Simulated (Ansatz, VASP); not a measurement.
# Two plane-wave programs on Mg2Sn

```
Sn Mg
1.0
     0.00000    3.37994    3.37994
     3.37994    0.00000    3.37994
     3.37994    3.37994    0.00000
Sn Mg
1 2
Cartesian
  0.0000 0.0000 0.0000
  1.6900 1.6900 1.6900
  5.0699 5.0699 5.0699
```

Alike in both runs: task single point; functional HSE06; k mesh 4 × 4 × 4; occupations fermi-dirac, width 0.02 eV; no spin polarisation.

```csv
,VASP,Ansatz
version,VASP 6.6.1,Ansatz 0.2.0
potentials or method,"VASP PAW PBE potentials, release 64 (Sn_d, Mg)","plane waves, PAW"
plane-wave cutoff (eV),520,420
valence electrons in the cell,18,34
```

|  | VASP | Ansatz | Ansatz less VASP |
| --- | --- | --- | --- |
| pressure (GPa) | -0.1 | 0.0 | +0.19 |

VASP's potentials hold 18 valence electrons a cell and Ansatz's 34, so a difference there can come from the potentials and not from the codes. Ansatz's warnings: stress exchange threshold loose, stress scf threshold loose.
